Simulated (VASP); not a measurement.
## W: single point with r2SCAN

Crystal: W.

```xyz
2
Lattice="0.0000 2.6305 2.6305 2.6305 0.0000 2.6305 2.6305 2.6305 0.0000" Properties=species:S:1:pos:R:3 pbc="T T T"
W     2.6305    2.6305    2.6305
W     3.9458    3.9458    3.9458
```

```json
{
  "Program": "VASP 6.6.1",
  "Task": "single point",
  "Functional": "r2SCAN",
  "Potentials or basis": "VASP PAW PBE potentials, release 64 (W_sv)",
  "Cutoff": "520 eV",
  "k mesh": "6 × 6 × 6",
  "Occupations": "gaussian, width 0.1 eV",
  "Spin": "no spin polarisation",
  "Dipole correction": "no",
  "Further INCAR settings": "ALGO = Normal; EDIFF = 1e-07; NBANDS = 21"
}
```

```yaml
Pressure: 65.9 GPa
Band_gap_on_the_k_mesh: zero (band 14 reaches 9.16 eV, above the bottom of band 15 at 8.18 eV)
```

Levels at points of the mesh, in eV from the Fermi level:
```tsv
k point	band 12	band 13	band 14	band 15	band 16	band 17
(0.00, 0.00, 0.00)	-1.76	-1.76	-1.76	1.94	1.94	1.94
(0.50, 0.00, 0.00)	-3.18	-2.30	-2.30	0.05	3.77	3.77
(0.50, 0.50, 0.00)	-2.24	-0.72	-0.72	0.77	0.77	6.18
```

Wall time 50 s on 1 thread of Intel(R) Xeon(R) Platinum 8488C (Sapphire Rapids), on a shared host, peak memory 0.17 GiB.

Caveat: the PAW data sets were made with another functional, which shifts forces and pressure a little; spin-orbit coupling is left out, which moves the levels of the heavy elements.
